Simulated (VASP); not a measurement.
# Si4HC4 in VASP: single point with PBEsol

Aim: the single point of Si4HC4 with PBEsol.

Everything below comes from runs of VASP 6.6.1. Logs are shortened: lines on timing, memory, paths and dates and some standing lists are left out, and cuts for length are marked.

### Step 1. The cell of the first run

The cell holds a slab with vacuum, 36 atoms: a = 3.081 Å, b = 4.357 Å, c = 38.606 Å, α = 90.00°, β = 90.00°, γ = 90.00°.

### Step 2. Single point, PBEsol

INCAR

```
SYSTEM = Si4HC4
ALGO     = Normal         ! electronic algorithm
EDIFF    = 1E-7           ! SCF threshold, eV
ENCUT    = 520            ! plane-wave cutoff, eV
GGA      = PS             ! functional
ISIF     = 2              ! what is computed and relaxed
ISMEAR   = -1             ! smearing method
LASPH    = .True.         ! aspherical terms in the spheres
LCHARG   = .True.         ! write CHGCAR
LELF     = .True.         ! ELF
LREAL    = Auto         
LVHAR    = .True.       
LWAVE    = .False.        ! write WAVECAR
NBANDS   = 90             ! bands
NELM     = 60             ! most SCF steps
PREC     = Accurate       ! precision mode
SIGMA    = 0.05           ! smearing width, eV
```

KPOINTS

```
k-points
0
Gamma
  6 4 1
  0 0 0
```

POSCAR

```
Si4HC4
1.0
    2.1784270000     -2.1784270000      0.0000000000
    0.0000000000      0.0000000000      4.3568530000
  -27.2983550000    -27.2983550000      0.0000000000
Si C H
16 16 4
Direct
    0.9997380000      0.0002440000      0.6794050000
    0.9997750000      0.0002550000      0.5198240000
    0.9998110000      0.0002560000      0.3602270000
    0.9998960000      0.9979900000      0.2010150000
    0.9997180000      0.9992890000      0.7591350000
    0.9997600000      0.0002510000      0.5996190000
    0.9997860000      0.0002560000      0.4400270000
    0.9998160000      0.9999660000      0.2804350000
    0.4996960000      0.4978790000      0.7987360000
    0.4997480000      0.5002130000      0.6395270000
    0.4997780000      0.5002570000      0.4799290000
    0.4998140000      0.5003150000      0.3203500000
    0.4997260000      0.4998650000      0.7193200000
    0.4997710000      0.5002470000      0.5597260000
    0.4998010000      0.5002780000      0.4001350000
    0.4998300000      0.4994020000      0.2406190000
    0.9996910000      0.2556810000      0.7983000000
    0.9997510000      0.2502490000      0.6395160000
    0.9997780000      0.2502930000      0.4799290000
    0.9998120000      0.2502980000      0.3203140000
    0.9997260000      0.2500590000      0.7192990000
    0.9997740000      0.2502800000      0.5597270000
    0.9998020000      0.2503090000      0.4001270000
    0.9998330000      0.2504970000      0.2405080000
    0.4997180000      0.7503760000      0.7592420000
    0.4997650000      0.7502750000      0.5996320000
    0.4997860000      0.7502960000      0.4400350000
    0.4998160000      0.7501650000      0.2804550000
    0.4997410000      0.7502220000      0.6794420000
    0.4997760000      0.7502860000      0.5198330000
    0.4998100000      0.7503000000      0.3602430000
    0.4999030000      0.7557930000      0.2014530000
    0.9998750000      0.1929150000      0.1687140000
    0.9997000000      0.1104010000      0.8218470000
    0.4996900000      0.6928130000      0.8310350000
    0.4998350000      0.6105200000      0.1779060000
```

Potentials or basis: VASP PAW PBE potentials, release 64 (Si, C, H).

Launch:

```console
cat potpaw_PBE.64/Si/POTCAR potpaw_PBE.64/C/POTCAR potpaw_PBE.64/H/POTCAR > POTCAR
mpirun -np 1 vasp_std > vasp.out
```

OUTCAR:

```text
SYSTEM = Si4HC4
   EDIFF = 1E-7
   ENCUT = 520
   GGA = PS
   ISIF = 2
   ISMEAR = -1
   LASPH = .True.
   LREAL = Auto
   NELM = 60
   PREC = Accurate

 ion  position               nearest neighbor table
   1  1.000  0.000  0.679-  21 1.89  18 1.89  29 1.89  29 1.89   5 3.08  13 3.08  13 3.08   6 3.08
                            10 3.08  10 3.08  10 3.08  10 3.08  13 3.08  13 3.08
   2  1.000  0.000  0.520-  30 1.89  30 1.89  19 1.89  22 1.89   6 3.08   7 3.08  11 3.08  11 3.08
                            11 3.08  11 3.08  14 3.08  14 3.08  14 3.08  14 3.08
   3  1.000  0.000  0.360-  31 1.89  31 1.89  23 1.89  20 1.89  12 3.08  12 3.08   8 3.08  12 3.08
                            12 3.08   7 3.08  15 3.08  15 3.08  15 3.08  15 3.08
   4  1.000  0.998  0.201-  33 1.51  32 1.87  32 1.87  24 1.88   8 3.07  16 3.07  16 3.07  16 3.08
                            16 3.08
   5  1.000  0.999  0.759-  17 1.88  25 1.88  25 1.88  21 1.89   9 3.07   9 3.07  13 3.08  13 3.08
                             1 3.08   9 3.08   9 3.08  13 3.08  13 3.08
   6  1.000  0.000  0.600-  22 1.89  18 1.89  26 1.89  26 1.89   1 3.08   2 3.08  14 3.08  14 3.08
                            14 3.08  14 3.08  10 3.08  10 3.08  10 3.08  10 3.08
   7  1.000  0.000  0.440-  27 1.89  27 1.89  23 1.89  19 1.89  15 3.08  15 3.08   2 3.08  15 3.08
                            15 3.08   3 3.08  11 3.08  11 3.08  11 3.08  11 3.08
   8  1.000  1.000  0.280-  28 1.89  28 1.89  20 1.89  24 1.89   4 3.07  16 3.08  16 3.08  12 3.08
                            12 3.08   3 3.08  16 3.08  16 3.08  12 3.08  12 3.08
   9  0.500  0.498  0.799-  35 1.51  17 1.87  17 1.87  25 1.88  13 3.07   5 3.07   5 3.07   5 3.08
                             5 3.08
  10  0.500  0.500  0.640-  18 1.89  18 1.89  26 1.89  29 1.89   1 3.08   1 3.08   1 3.08   1 3.08
                            13 3.08   6 3.08  14 3.08   6 3.08   6 3.08   6 3.08
  11  0.500  0.500  0.480-  27 1.89  19 1.89  19 1.89  30 1.89  15 3.08  14 3.08   2 3.08   2 3.08
                             2 3.08   2 3.08   7 3.08   7 3.08   7 3.08   7 3.08
  12  0.500  0.500  0.320-  28 1.89  31 1.89  20 1.89  20 1.89  16 3.08   8 3.08   8 3.08   3 3.08
                             3 3.08  15 3.08   3 3.08   3 3.08   8 3.08   8 3.08
  13  0.500  0.500  0.719-  21 1.89  21 1.89  29 1.89  25 1.89   9 3.07   5 3.08   5 3.08   1 3.08
                             1 3.08  10 3.08   5 3.08   5 3.08   1 3.08   1 3.08
  14  0.500  0.500  0.560-  30 1.89  22 1.89  22 1.89  26 1.89   6 3.08   6 3.08  11 3.08   6 3.08
                             6 3.08   2 3.08  10 3.08   2 3.08   2 3.08   2 3.08
  15  0.500  0.500  0.400-  31 1.89  23 1.89  23 1.89  27 1.89  12 3.08  11 3.08   7 3.08   7 3.08
                             7 3.08   7 3.08   3 3.08   3 3.08   3 3.08   3 3.08
  16  0.500  0.499  0.241-  32 1.88  24 1.88  24 1.88  28 1.89   4 3.07   4 3.07   8 3.08   8 3.08
                            12 3.08   4 3.08   4 3.08   8 3.08   8 3.08
  17  1.000  0.256  0.798-  34 1.11   9 1.87   9 1.87   5 1.88
  18  1.000  0.250  0.640-   1 1.89   6 1.89  10 1.89  10 1.89
  19  1.000  0.250  0.480-  11 1.89  11 1.89   2 1.89   7 1.89
  20  1.000  0.250  0.320-  12 1.89  12 1.89   8 1.89   3 1.89
  21  1.000  0.250  0.719-   1 1.89  13 1.89  13 1.89   5 1.89
  22  1.000  0.250  0.560-   6 1.89  14 1.89  14 1.89   2 1.89
[... 8 lines left out ...]
  31  0.500  0.750  0.360-  12 1.89  15 1.89   3 1.89   3 1.89
  32  0.500  0.756  0.201-  36 1.11   4 1.87   4 1.87  16 1.88
  33  1.000  0.193  0.169-   4 1.51
  34  1.000  0.110  0.822-  17 1.11
  35  0.500  0.693  0.831-   9 1.51
  36  0.500  0.611  0.178-  32 1.11

  LATTYP: Found a simple orthorhombic cell.
 ALAT       =     3.0807610080
 B/A-ratio  =     1.4142132378
 C/A-ratio  =    12.5312232175

  Lattice vectors:

 A1 = (   2.1784270000,  -2.1784270000,   0.0000000000)
 A2 = (   0.0000000000,   0.0000000000,   4.3568530000)
 A3 = ( -27.2983550000, -27.2983550000,   0.0000000000)

Analysis of symmetry for initial positions (statically):
=====================================================================
 Subroutine PRICEL returns:
 Original cell was already a primitive cell.

 Routine SETGRP: Setting up the symmetry group for a
 simple orthorhombic supercell.

 Subroutine GETGRP returns: Found  1 space group operations
 (whereof  1 operations were pure point group operations)
 out of a pool of  8 trial point group operations.

The static configuration has the point symmetry C_1 .

Analysis of symmetry for dynamics (positions and initial velocities):
=====================================================================
 Subroutine PRICEL returns:
 Original cell was already a primitive cell.

 Routine SETGRP: Setting up the symmetry group for a
 simple orthorhombic supercell.

[... 115 lines left out ...]

  Length of vectors
     0.054099187  0.057380866  0.025902908

  Shift w.r.t. Gamma in fractional coordinates (k-lattice)
     0.000000000  0.000000000  0.000000000

 Subroutine IBZKPT returns following result:
 ===========================================

 Found     14 irreducible k-points:

 Following reciprocal coordinates:
            Coordinates               Weight
  0.000000  0.000000  0.000000      1.000000
  0.166667  0.000000  0.000000      2.000000
  0.333333  0.000000  0.000000      2.000000
  0.500000  0.000000  0.000000      1.000000
  0.000000  0.250000  0.000000      2.000000
  0.166667  0.250000  0.000000      2.000000
  0.166667 -0.250000  0.000000      2.000000
  0.333333  0.250000  0.000000      2.000000
  0.333333 -0.250000  0.000000      2.000000
  0.500000  0.250000  0.000000      2.000000
  0.000000  0.500000  0.000000      1.000000
  0.166667  0.500000  0.000000      2.000000
  0.333333  0.500000  0.000000      2.000000
  0.500000  0.500000  0.000000      1.000000
   k-points           NKPTS =     14   k-points in BZ     NKDIM =     14   number of bands    NBANDS=     90
   number of dos      NEDOS =    301   number of ions     NIONS =     36
   total plane-waves  NPLWV = 221184
   dimension x,y,z NGX =    24 NGY =   32 NGZ =  288
   dimension x,y,z NGXF=    48 NGYF=   64 NGZF=  576
   ions per type =              16  16   4
   NGX,Y,Z   is equivalent  to a cutoff of  12.95, 12.21, 12.40 a.u.
   NGXF,Y,Z  is equivalent  to a cutoff of  25.90, 24.42, 24.80 a.u.
 SYSTEM =  Si4HC4
   PREC   = accura    normal or accurate (medium, high low for compatibility)
   ISTART =      0    job   : 0-new  1-cont  2-samecut
   ICHARG =      2    charge: 1-file 2-atom 10-const
   ISPIN  =      1    spin polarized calculation?
   LNONCOLLINEAR =      F non collinear calculations
   LSORBIT =      F    spin-orbit coupling
   LASPH  =      T    aspherical Exc in radial PAW
   ENCUT  =  520.0 eV  38.22 Ry    6.18 a.u.   5.73  8.10 71.78*2*pi/ulx,y,z
   NELM   =     60;   NELMIN=  2; NELMDL= -5     # of ELM steps
   EDIFF  = 0.1E-06   stopping-criterion for ELM
   LREAL  =      T    real-space projection
   EDIFFG = 0.1E-05   stopping-criterion for IOM
   NSW    =      0    number of steps for IOM
   IBRION =     -1    ionic relax: 0-MD 1-quasi-New 2-CG
   NFREE  =      0    steps in history (QN), initial steepest desc. (CG)
   ISIF   =      2    stress and relaxation
   ISYM   =      2    0-nonsym 1-usesym 2-fastsym
   POTIM  = 0.5000    time-step for ionic-motion
   TEBEG  =    0.0;   TEEND  =   0.0 temperature during run
   PSTRESS=    0.0 pullay stress
   NELECT =     132.0000    total number of electrons
   NUPDOWN=      -1.0000    fix difference up-down
   EMIN   =  10.00;   EMAX   =-10.00  energy-range for DOS
   EFERMI =   0.00;   METHOD = LEGACY
   ISMEAR =    -1;   SIGMA  =   0.05  broadening in eV -4-tet -1-fermi 0-gaus
   EFERMI_NEDOS =   21; number of points for ismear=-14 and -15
   IALGO  =     38    algorithm
   IMIX   =      4    mixing-type and parameters
     AMIX     =   0.40;   BMIX     =  1.00
     AMIX_MAG =   1.60;   BMIX_MAG =  1.00
  volume/ion in A,a.u.               =      14.39        97.14
  Fermi-wavevector in a.u.,A,eV,Ry     =   1.037780  1.961120 14.653305  1.076988
  Thomas-Fermi vector in A             =   2.172234
   LORBIT       =      0    0 simple, 1 ext, 2 COOP (PROOUT), +10 PAW based schemes
   GGA     = PS    functional components
   LHFCALC =     F    Hartree Fock is set to
   AEXX    =    0.0000 exact exchange contribution
   IVDW    =     0    specifies the selected vdW correction
   LEPSILON=     F    determine dielectric tensor
   LRPA    =     F    only Hartree local field effects (RPA)
 non-spin polarized calculation
  energy-cutoff  :      520.00
  volume of cell :      518.18
 maximum number of plane-waves:     14056
 NGX is ok and might be reduce to    24
   NGX = 11   NGY = 17   NGZ =143

 number of electron     131.9999996 magnetization

 Free energy of the ion-electron system (eV)
  ---------------------------------------------------
  ext. energy  EPLUGINS =         0.00000000
  ---------------------------------------------------
  free energy    TOTEN  =      -267.70358155 eV

  energy without entropy =     -267.70358121  energy(sigma->0) =     -267.70358138

 E-fermi :   4.1325     XC(G=0):  -8.0071

 val. band max:        3.4453632035   @ k =   0.0000   0.0000   0.0000
 cond. band min:       4.8221459666   @ k =   0.5000   0.0000   0.0000
 fundamental gap:      1.3767827631
 Fermi energy:         4.1324893962

 k-point     1 :       0.0000    0.0000    0.0000
  band No.  band energies     occupation
      1     -11.9371      2.00000
      2     -11.8042      2.00000
      3     -11.5845      2.00000
      4     -11.2792      2.00000
      5     -10.8926      2.00000
      6     -10.4319      2.00000
[... 1123 lines left out ...]
     77       8.9364      0.00000
     78       8.9366      0.00000
 [bands above 78 left out]

------------------------ aborting loop because EDIFF is reached ----------------------------------------

  FORCE on cell =-STRESS in cart. coord.  units (eV):
  Direction    XX          YY          ZZ          XY          YZ          ZX
  --------------------------------------------------------------------------------------
  -------------------------------------------------------------------------------------
  Total        1.4668229      1.4799138      2.0488505     -0.8402205     -0.0119470     -0.0027593
  in kB        4.5352985      4.5757744      6.3348809     -2.5978943     -0.0369390     -0.0085315
  external PRESSURE =       5.1486513 kB  Pullay stress =       0.0000000 kB

 VOLUME and BASIS-vectors are now :
 -----------------------------------------------------------------------------
  energy-cutoff  :      520.00
  volume of cell :      518.18
      direct lattice vectors                 reciprocal lattice vectors
     2.178427000 -2.178427000  0.000000000     0.229523413 -0.229523413  0.000000000
     0.000000000  0.000000000  4.356853000     0.000000000  0.000000000  0.229523466
   -27.298355000-27.298355000  0.000000000    -0.018316122 -0.018316122  0.000000000

 POSITION                                       TOTAL-FORCE (eV/Angst)
 -----------------------------------------------------------------------------------
    -16.36878    -20.72450      0.00106        -0.002576     -0.003490     -0.001371
    -12.01240    -16.36828      0.00111        -0.005602     -0.005226      0.000689
     -7.65559    -12.01162      0.00112        -0.002261     -0.001547      0.001283
     -3.30918     -7.66558      4.34810         0.006954      0.007664      0.011345
    -18.54532    -22.90095      4.35376        -0.000587     -0.000385     -0.000507
    -14.19071    -18.54652      0.00109        -0.004266     -0.004955     -0.000411
[... 28 lines left out ...]
    -21.59735    -23.77443      3.01848        -0.001866     -0.001640      0.001084
     -3.76769     -5.94540      2.65995         0.021028      0.020764     -0.020550
 -----------------------------------------------------------------------------------
    total drift:                                0.000848     -0.010340      0.003702

  FREE ENERGIE OF THE ION-ELECTRON SYSTEM (eV)
  ---------------------------------------------------
  free  energy   TOTEN  =      -267.7035815462 eV

  energy  without entropy=     -267.7035812121  energy(sigma->0) =     -267.70358138
```

Run time: 35 min. Hardware: 1 thread of Intel Xeon Platinum 8259CL at 2.50GHz (Skylake/Cascade Lake), shared host; peak memory 0.73 GiB.

What came out:

* Free energy: -267.7036 eV
* Largest force: 0.036 eV/Å
* Band gap on the k mesh: 1.38 eV (least direct gap 1.40 eV)

Forces in eV/Å, atoms in the order of the input:
```
Si  -0.003 -0.003 -0.001
Si  -0.006 -0.005  0.001
Si  -0.002 -0.002  0.001
Si   0.007  0.008  0.011
Si  -0.001  0.000 -0.001
Si  -0.004 -0.005  0.000
Si  -0.003 -0.003  0.001
Si   0.001  0.001  0.001
Si  -0.008 -0.008  0.013
Si  -0.002 -0.002 -0.001
Si  -0.001 -0.001  0.002
Si   0.004  0.005  0.001
Si   0.001  0.002  0.000
Si  -0.003 -0.003  0.000
Si   0.000  0.001  0.000
Si   0.003  0.002  0.000
C    0.008  0.008  0.013
C    0.000  0.000 -0.002
C    0.000 -0.001 -0.002
C   -0.007 -0.007 -0.001
C   -0.001 -0.004  0.001
C    0.002  0.003 -0.001
C   -0.003 -0.003 -0.003
C   -0.005 -0.007 -0.007
C    0.000  0.003  0.004
C    0.006  0.006  0.001
C    0.007  0.006 -0.002
C    0.003  0.002  0.000
C    0.005  0.003 -0.001
C    0.006  0.007  0.000
C    0.006  0.006 -0.001
C   -0.009 -0.007  0.012
H    0.001  0.002  0.001
H   -0.021 -0.020 -0.020
H   -0.002 -0.002  0.001
H    0.021  0.021 -0.021
```

Levels at points of the mesh, in eV from the valence-band top:
```csv
k point,band 63,band 64,band 65,band 66,band 67,band 68,band 69,band 70
"(0.00, 0.00, 0.00)",-0.08,-0.06,-0.02,0.00,1.40,1.81,2.31,2.80
"(0.50, 0.00, 0.00)",-1.75,-1.75,-1.34,-1.34,1.38,1.38,1.78,1.78
"(0.00, 0.50, 0.00)",-1.07,-1.07,-1.06,-1.06,4.05,4.05,4.32,4.32
"(0.50, 0.50, 0.00)",-1.21,-1.21,-1.12,-1.12,4.92,4.93,5.04,5.05
```

Caveat: there is no dipole correction, which matters where the two faces differ; the PAW data sets were made with another functional, which shifts forces and pressure a little.
